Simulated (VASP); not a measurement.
# Be2SeO4 (I-4) in VASP: further runs

Be2SeO4 is run at these levels: PBE; tasks: single point, relaxation of cell and atoms.

Program: VASP 6.6.1. These are calculated values, not measurements. Logs are shortened: lines on timing, memory, paths and dates and some standing lists are left out, and cuts for length are marked.

## 1. The cell of the first run

It takes space group I-4 (No. 82, tetragonal). The conventional cell has a = 4.337 Å, b = 4.337 Å, c = 7.694 Å, α = 90.00°, β = 90.00°, γ = 90.00°. Within 2.2 Å of Be (site symmetry -4) lie 4 O at 1.64 Å. Be (site symmetry -4) has 4 O at 1.67 Å within 2.2 Å. Se (site symmetry -4) has 4 O at 1.97 Å within 2.6 Å. Within 2.2 Å of O (site symmetry 1) lie 2 Be at 1.64 to 1.67 Å and 1 Se at 1.97 Å.

## 2. Single point, PBE

The input, INCAR:

```
  ALGO = Normal
  EDIFF = 1E-6
  ENCUT = 520
  GGA = PE
  ISIF = 2
  ISMEAR = 0
  LASPH = True
  LCHARG = False
  LREAL = False
  LWAVE = False
  NBANDS = 26
  NELM = 100
  PREC = Accurate
  SIGMA = 0.15
```

The input, KPOINTS:

```
k-points
0
Gamma
  4 4 4
```

The input, POSCAR:

```
Be2SeO4
1.0
   -2.1683829979      2.1683829979      3.8468398654
    2.1683829979     -2.1683829979      3.8468398654
    2.1683829979      2.1683829979     -3.8468398654
Be Se O
2 1 4
Direct
    0.7500000000      0.2500000000      0.5000000000
    0.5000000000      0.5000000000      0.0000000000
    0.0000000000      0.0000000000      0.0000000000
    0.4384765658      0.3647269254      0.5574941915
    0.6352730746      0.1927672661      0.0737496404
    0.8072327339      0.8809823743      0.4425058085
    0.1190176257      0.5615234342      0.9262503596
```

Potentials or basis: VASP PAW PBE potentials, release 64 (Be, Se, O).

Run with:

```bash
$ cat potpaw_PBE.64/Be/POTCAR potpaw_PBE.64/Se/POTCAR potpaw_PBE.64/O/POTCAR > POTCAR
$ mpirun -np 1 vasp_std > vasp.out
```

OUTCAR:

```text
EDIFF = 1E-6
   ENCUT = 520
   GGA = PE
   ISIF = 2
   ISMEAR = 0
   LASPH = True
   LREAL = False
   NELM = 100
   PREC = Accurate

 ion  position               nearest neighbor table
   1  0.750  0.250  0.500-   4 1.64   5 1.64   7 1.64   6 1.64
   2  0.500  0.500  0.000-   7 1.67   6 1.67   4 1.67   5 1.67
   3  0.000  0.000  0.000-   6 1.97   4 1.97   5 1.97   7 1.97
   4  0.438  0.365  0.557-   1 1.64   2 1.67   3 1.97
   5  0.635  0.193  0.074-   1 1.64   2 1.67   3 1.97
   6  0.807  0.881  0.443-   1 1.64   2 1.67   3 1.97
   7  0.119  0.562  0.926-   1 1.64   2 1.67   3 1.97

  LATTYP: Found a body centered tetragonal cell.
 ALAT       =     4.3367659958
 C/A-ratio  =     1.7740592271

  Lattice vectors:

 A1 = (  -2.1683829979,   2.1683829979,   3.8468398654)
 A2 = (   2.1683829979,  -2.1683829979,   3.8468398654)
 A3 = (   2.1683829979,   2.1683829979,  -3.8468398654)

Analysis of symmetry for initial positions (statically):
=====================================================================
 Subroutine PRICEL returns:
 Original cell was already a primitive cell.

 Routine SETGRP: Setting up the symmetry group for a
 body centered tetragonal supercell.

 Subroutine GETGRP returns: Found  4 space group operations
 (whereof  4 operations were pure point group operations)
 out of a pool of 16 trial point group operations.

The static configuration has the point symmetry S_4 .

Analysis of symmetry for dynamics (positions and initial velocities):
=====================================================================
 Subroutine PRICEL returns:
 Original cell was already a primitive cell.

 Routine SETGRP: Setting up the symmetry group for a
 body centered tetragonal supercell.

 Subroutine GETGRP returns: Found  4 space group operations
 (whereof  4 operations were pure point group operations)
 out of a pool of 16 trial point group operations.

The dynamic configuration has the point symmetry S_4 .

 Subroutine INISYM returns: Found  4 space group operations
 (whereof  4 operations are pure point group operations),
 and found     1 'primitive' translations

----------------------------------------------------------------------------------------

                                     Primitive cell

  volume of cell :      72.3496

  direct lattice vectors                    reciprocal lattice vectors
    -2.168382998  2.168382998  3.846839865     0.000000000  0.230586571  0.129976817
     2.168382998 -2.168382998  3.846839865     0.230586571  0.000000000  0.129976817
     2.168382998  2.168382998 -3.846839865     0.230586571  0.230586571  0.000000000

  length of vectors
     4.919547398  4.919547398  4.919547398     0.264696316  0.264696316  0.326098656

  position of ions in fractional coordinates (direct lattice)
     0.750000000  0.250000000  0.500000000
     0.500000000  0.500000000  0.000000000
     0.000000000  0.000000000  0.000000000
     0.438476566  0.364726925  0.557494191
     0.635273075  0.192767266  0.073749640
     0.807232734  0.880982374  0.442505809
     0.119017626  0.561523434  0.926250360

  ion indices of the primitive-cell ions
   primitive index   ion index
                 1           1
                 2           2
                 3           3
                 4           4
                 5           5
                 6           6
                 7           7

----------------------------------------------------------------------------------------

 KPOINTS: k-points

Automatic generation of k-mesh.
 Grid dimensions read from file:
 generate k-points for:    4    4    4

 Generating k-lattice:

  Cartesian coordinates                     Fractional coordinates (reciprocal lattice)
     0.000000000  0.057646643  0.032494204     0.250000000 -0.000000000  0.000000000
     0.057646643  0.000000000  0.032494204    -0.000000000  0.250000000  0.000000000
     0.057646643  0.057646643  0.000000000     0.000000000  0.000000000  0.250000000

  Length of vectors
     0.066174079  0.066174079  0.081524664

  Shift w.r.t. Gamma in fractional coordinates (k-lattice)
     0.000000000  0.000000000  0.000000000

 Subroutine IBZKPT returns following result:
 ===========================================

 Found     14 irreducible k-points:

 Following reciprocal coordinates:
            Coordinates               Weight
  0.000000  0.000000  0.000000      1.000000
  0.250000  0.000000 -0.000000      8.000000
  0.500000  0.000000 -0.000000      4.000000
  0.250000  0.250000 -0.000000      8.000000
  0.500000  0.250000 -0.000000      8.000000
  0.500000 -0.250000 -0.250000      8.000000
 -0.250000  0.250000  0.000000      4.000000
  0.500000  0.500000 -0.000000      2.000000
  0.250000  0.250000  0.250000      2.000000
 -0.250000  0.250000  0.250000      4.000000
  0.500000  0.500000  0.250000      4.000000
 -0.250000  0.500000  0.250000      8.000000
 -0.250000 -0.250000  0.250000      2.000000
  0.500000  0.500000  0.500000      1.000000
   k-points           NKPTS =     14   k-points in BZ     NKDIM =     14   number of bands    NBANDS=     26
   number of dos      NEDOS =    301   number of ions     NIONS =      7
   total plane-waves  NPLWV =  64000
   dimension x,y,z NGX =    40 NGY =   40 NGZ =   40
   dimension x,y,z NGXF=    80 NGYF=   80 NGZF=   80
   ions per type =               2   1   4
   NGX,Y,Z   is equivalent  to a cutoff of  13.52, 13.52, 13.52 a.u.
   NGXF,Y,Z  is equivalent  to a cutoff of  27.03, 27.03, 27.03 a.u.
 SYSTEM =  unknown system
   PREC   = accura    normal or accurate (medium, high low for compatibility)
   ISTART =      0    job   : 0-new  1-cont  2-samecut
   ICHARG =      2    charge: 1-file 2-atom 10-const
   ISPIN  =      1    spin polarized calculation?
   LNONCOLLINEAR =      F non collinear calculations
   LSORBIT =      F    spin-orbit coupling
   LASPH  =      T    aspherical Exc in radial PAW
   ENCUT  =  520.0 eV  38.22 Ry    6.18 a.u.   9.15  9.15  9.15*2*pi/ulx,y,z
   NELM   =    100;   NELMIN=  2; NELMDL= -5     # of ELM steps
   EDIFF  = 0.1E-05   stopping-criterion for ELM
   LREAL  =      F    real-space projection
   EDIFFG = 0.1E-04   stopping-criterion for IOM
   NSW    =      0    number of steps for IOM
   IBRION =     -1    ionic relax: 0-MD 1-quasi-New 2-CG
   NFREE  =      0    steps in history (QN), initial steepest desc. (CG)
   ISIF   =      2    stress and relaxation
   ISYM   =      2    0-nonsym 1-usesym 2-fastsym
   POTIM  = 0.5000    time-step for ionic-motion
   TEBEG  =    0.0;   TEEND  =   0.0 temperature during run
   PSTRESS=    0.0 pullay stress
   NELECT =      34.0000    total number of electrons
   NUPDOWN=      -1.0000    fix difference up-down
   EMIN   =  10.00;   EMAX   =-10.00  energy-range for DOS
   EFERMI =   0.00;   METHOD = LEGACY
   ISMEAR =     0;   SIGMA  =   0.15  broadening in eV -4-tet -1-fermi 0-gaus
   EFERMI_NEDOS =   21; number of points for ismear=-14 and -15
   IALGO  =     38    algorithm
   IMIX   =      4    mixing-type and parameters
     AMIX     =   0.40;   BMIX     =  1.00
     AMIX_MAG =   1.60;   BMIX_MAG =  1.00
  volume/ion in A,a.u.               =      10.34        69.75
  Fermi-wavevector in a.u.,A,eV,Ry     =   1.272787  2.405219 22.041262  1.619987
  Thomas-Fermi vector in A             =   2.405646
   LORBIT       =      0    0 simple, 1 ext, 2 COOP (PROOUT), +10 PAW based schemes
   GGA     = PE    functional components
   LHFCALC =     F    Hartree Fock is set to
   AEXX    =    0.0000 exact exchange contribution
   IVDW    =     0    specifies the selected vdW correction
   LEPSILON=     F    determine dielectric tensor
   LRPA    =     F    only Hartree local field effects (RPA)
 non-spin polarized calculation
 Gauss-broadening in eV      SIGMA  =   0.15
  energy-cutoff  :      520.00
  volume of cell :       72.35
 maximum number of plane-waves:      1972
 NGX is ok and might be reduce to    40
   NGX = 19   NGY = 19   NGZ = 19

 number of electron      33.9999998 magnetization

 Free energy of the ion-electron system (eV)
  ---------------------------------------------------
  ext. energy  EPLUGINS =         0.00000000
  ---------------------------------------------------
  free energy    TOTEN  =       -41.62039274 eV

  energy without entropy =      -41.62032304  energy(sigma->0) =      -41.62035789

 E-fermi :   3.7961     XC(G=0): -10.1900

 val. band max:        3.4494460615   @ k =  -0.2500   0.2500   0.2500
 cond. band min:       4.0855866031   @ k =   0.0000   0.0000   0.0000
 fundamental gap:      0.6361405415
 Fermi energy:         3.7960865043

 k-point     1 :       0.0000    0.0000    0.0000
  band No.  band energies     occupation
      1     -16.8788      2.00000
      2     -14.5008      2.00000
      3     -14.5008      2.00000
      4     -14.3637      2.00000
      5      -9.3057      2.00000
      6      -3.0893      2.00000
[... 18 lines left out ...]
     25      14.8586      0.00000
     26      15.3526      0.00000

 k-point     2 :       0.2500    0.0000   -0.0000
  band No.  band energies     occupation
      1     -16.6051      2.00000
      2     -14.8251      2.00000
      3     -14.5511      2.00000
      4     -14.4198      2.00000
      5      -9.2574      2.00000
      6      -3.5770      2.00000
[... 18 lines left out ...]
     25      15.0676      0.00000
     26      15.2490      0.00000

 k-point     3 :       0.5000    0.0000   -0.0000
  band No.  band energies     occupation
      1     -16.1375      2.00000
      2     -15.3518      2.00000
      3     -14.5856      2.00000
      4     -14.4906      2.00000
      5      -9.1821      2.00000
      6      -3.5950      2.00000
[... 18 lines left out ...]
     25      14.3596      0.00000
     26      15.6541      0.00000

 k-point     4 :       0.2500    0.2500   -0.0000
  band No.  band energies     occupation
      1     -16.2718      2.00000
      2     -14.9407      2.00000
      3     -14.7851      2.00000
      4     -14.5329      2.00000
      5      -9.3321      2.00000
      6      -3.6083      2.00000
[... 18 lines left out ...]
     25      14.7560      0.00000
     26      15.1738      0.00000

 k-point     5 :       0.5000    0.2500   -0.0000
  band No.  band energies     occupation
      1     -15.9865      2.00000
      2     -15.2368      2.00000
      3     -14.7247      2.00000
      4     -14.6217      2.00000
      5      -9.3749      2.00000
      6      -3.5895      2.00000
[... 18 lines left out ...]
     25      14.5137      0.00000
     26      15.6256      0.00000

 k-point     6 :       0.5000   -0.2500   -0.2500
  band No.  band energies     occupation
      1     -15.9866      2.00000
      2     -15.2186      2.00000
      3     -14.8074      2.00000
      4     -14.5561      2.00000
      5      -9.3742      2.00000
      6      -3.8858      2.00000
[... 137 lines left out ...]
 k-point    11 :       0.5000    0.5000    0.2500
  band No.  band energies     occupation
      1     -16.0195      2.00000
      2     -15.1272      2.00000
      3     -14.8740      2.00000
      4     -14.6089      2.00000
      5      -9.3416      2.00000
      6      -3.5670      2.00000
[... 18 lines left out ...]
     25      14.7705      0.00000
     26      15.0146      0.00000

 k-point    12 :      -0.2500    0.5000    0.2500
  band No.  band energies     occupation
      1     -16.2675      2.00000
      2     -15.0809      2.00000
      3     -14.7142      2.00000
      4     -14.5163      2.00000
      5      -9.3256      2.00000
      6      -3.0566      2.00000
[... 18 lines left out ...]
     25      14.3346      0.00000
     26      15.0038      0.00000

 k-point    13 :      -0.2500   -0.2500    0.2500
  band No.  band energies     occupation
      1     -16.6546      2.00000
      2     -14.6892      2.00000
      3     -14.5316      2.00000
      4     -14.5316      2.00000
      5      -9.4111      2.00000
      6      -2.6280      2.00000
[... 18 lines left out ...]
     25      14.2514      0.00000
     26      15.1433      0.00000

 k-point    14 :       0.5000    0.5000    0.5000
  band No.  band energies     occupation
      1     -16.3258      2.00000
      2     -15.1171      2.00000
      3     -14.5621      2.00000
      4     -14.5621      2.00000
      5      -9.5044      2.00000
      6      -2.1445      2.00000
[... 18 lines left out ...]
     25      13.9500      0.00000
     26      14.9046      0.00000

------------------------ aborting loop because EDIFF is reached ----------------------------------------

  FORCE on cell =-STRESS in cart. coord.  units (eV):
  Direction    XX          YY          ZZ          XY          YZ          ZX
  --------------------------------------------------------------------------------------
  -------------------------------------------------------------------------------------
  Total        0.1064200      0.1064200      0.0717177      0.0000002      0.0000000      0.0000000
  in kB        2.3566651      2.3566651      1.5881851      0.0000045      0.0000000      0.0000000
  external PRESSURE =       2.1005051 kB  Pullay stress =       0.0000000 kB

 VOLUME and BASIS-vectors are now :
 -----------------------------------------------------------------------------
  energy-cutoff  :      520.00
  volume of cell :       72.35
      direct lattice vectors                 reciprocal lattice vectors
    -2.168382998  2.168382998  3.846839865     0.000000000  0.230586571  0.129976817
     2.168382998 -2.168382998  3.846839865     0.230586571  0.000000000  0.129976817
     2.168382998  2.168382998 -3.846839865     0.230586571  0.230586571  0.000000000

 POSITION                                       TOTAL-FORCE (eV/Angst)
 -----------------------------------------------------------------------------------
      0.00000      2.16838      1.92342        -0.000000      0.000000     -0.000000
      0.00000      0.00000      3.84684        -0.000000     -0.000000     -0.000000
      0.00000      0.00000      0.00000        -0.000000      0.000000     -0.000000
      1.04894      1.36878      0.94520        -0.006554      0.007410      0.009743
     -0.79960      1.11944      2.90164         0.007410      0.006554     -0.009743
      1.11944      0.79960      4.79204         0.006554     -0.007410      0.009743
      2.96799      1.04894     -0.94520        -0.007410     -0.006554     -0.009743
 -----------------------------------------------------------------------------------
    total drift:                                0.000001      0.000001      0.000001

  FREE ENERGIE OF THE ION-ELECTRON SYSTEM (eV)
  ---------------------------------------------------
  free  energy   TOTEN  =       -41.6203927411 eV

  energy  without entropy=      -41.6203230391  energy(sigma->0) =      -41.62035789
```

Wall time 37 s (1 thread of Intel Xeon Platinum 8488C (Sapphire Rapids), shared host); peak memory 0.24 GiB.

Results:

```
Free energy            : -41.6204 eV
Pressure               : 0.2 GPa
Largest force          : 0.014 eV/Å
Band gap on the k mesh : 0.64 eV, indirect (least direct gap 1.62 eV)
```

Forces on the atoms (eV/Å):
```
Be   0.000  0.000  0.000
Be   0.000  0.000  0.000
Se   0.000  0.000  0.000
O   -0.007  0.007  0.010
O    0.007  0.007 -0.010
O    0.007 -0.007  0.010
O   -0.007 -0.007 -0.010
```

Caveat: the k points lie up to 0.51 Å⁻¹ apart. A k mesh can miss the band edges.

(Part 1 of 2 ends here.)
